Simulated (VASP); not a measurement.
# Cs: single point with LDA

Crystal: Cs.

```
Cs
1.0
     0.00000    3.98743    3.98743
     3.98743    0.00000    3.98743
     3.98743    3.98743    0.00000
Cs
1
Direct
  0.00000 0.00000 0.00000
```

This isn't the form of Cs at room conditions, which is bcc.

* Program: VASP 6.6.1
* Task: single point
* Functional: LDA
* Potentials or basis: VASP PAW LDA potentials, release 64 (Cs_sv)
* Cutoff: 520 eV
* k mesh: 8 × 8 × 8
* Occupations: fermi-dirac, width 0.08 eV
* Spin: no spin polarisation

| Property | Result |
| --- | --- |
| Pressure | -0.4 GPa |
| Band gap on the k mesh | zero (an odd number of electrons rules out a gap without spin polarisation) |

Levels at points of the mesh, in eV from the Fermi level:
| k point | band 1 | band 2 | band 3 | band 4 | band 5 | band 6 | band 7 | band 8 | band 9 | band 10 |
| --- | --- | --- | --- | --- | --- | --- | --- | --- | --- | --- |
| (0.00, 0.00, 0.00) | -23.87 | -10.62 | -10.62 | -10.62 | -1.57 | 2.35 | 2.35 | 2.35 | 3.32 | 3.32 |
| (0.50, 0.00, 0.00) | -23.86 | -10.71 | -10.63 | -10.63 | -0.02 | 0.77 | 2.23 | 2.23 | 4.04 | 4.06 |
| (0.50, 0.50, 0.00) | -23.86 | -10.71 | -10.65 | -10.65 | 0.36 | 1.09 | 1.35 | 3.76 | 3.76 | 3.77 |

Wall time 21 s on 1 thread of Intel(R) Xeon(R) Platinum 8259CL CPU @ 2.50GHz (Skylake/Cascade Lake), on a shared host, peak memory 0.21 GiB.

Caveat: spin-orbit coupling is left out, which moves the levels of the heavy elements.
